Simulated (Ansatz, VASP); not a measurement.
## SiO2 in VASP and in Ansatz

```xyz
12
Lattice="-4.4553 4.4553 2.6074 4.4553 -4.4553 2.6074 4.4553 4.4553 -2.6074" Properties=species:S:1:pos:R:3 pbc="T T T"
Si    1.5766    1.5766    0.0000
Si   -2.8787    2.8787    2.6074
Si    2.8787   -2.8787    2.6074
Si    2.8787    2.8787    2.6074
O     2.2277    2.2277    1.3037
O     2.2277   -2.2277    1.3037
O    -2.2277    2.2277    1.3037
O     2.2277    2.2277   -1.3037
O     1.8618    0.0000    0.0000
O     0.0000    7.0488    0.0000
O     0.0000    1.8618    0.0000
O     7.0488    0.0000    0.0000
```

Alike in both runs: task single point; functional LDA; k mesh 6 × 6 × 6; occupations gaussian, width 0.02 eV; no spin polarisation.

```csv
,VASP,Ansatz
version,VASP 6.6.1,Ansatz 0.2.0
potentials or method,"VASP PAW LDA potentials, release 64 (Si, O), cutoff 520 eV","scalar-relativistic, plane waves, PAW"
valence electrons in the cell,64,64
```

Ansatz gave:

* gap on the k mesh at the Fermi level (eV): 5.35
* least direct gap on the mesh (eV): 5.35
* pressure (GPa): 0.0
* rms of the force components (eV/Å): 0.000

What did VASP give for the same quantities?

gap on the k mesh at the Fermi level (eV): 5.34; least direct gap on the mesh (eV): 5.34; pressure (GPa): 0.4; rms of the force components (eV/Å): 0.010.

LDA's correlation is that of Perdew and Zunger in VASP and of Perdew and Wang (1992) in Ansatz. Atom by atom the forces differ by 0.010 eV/Å (rms over components).
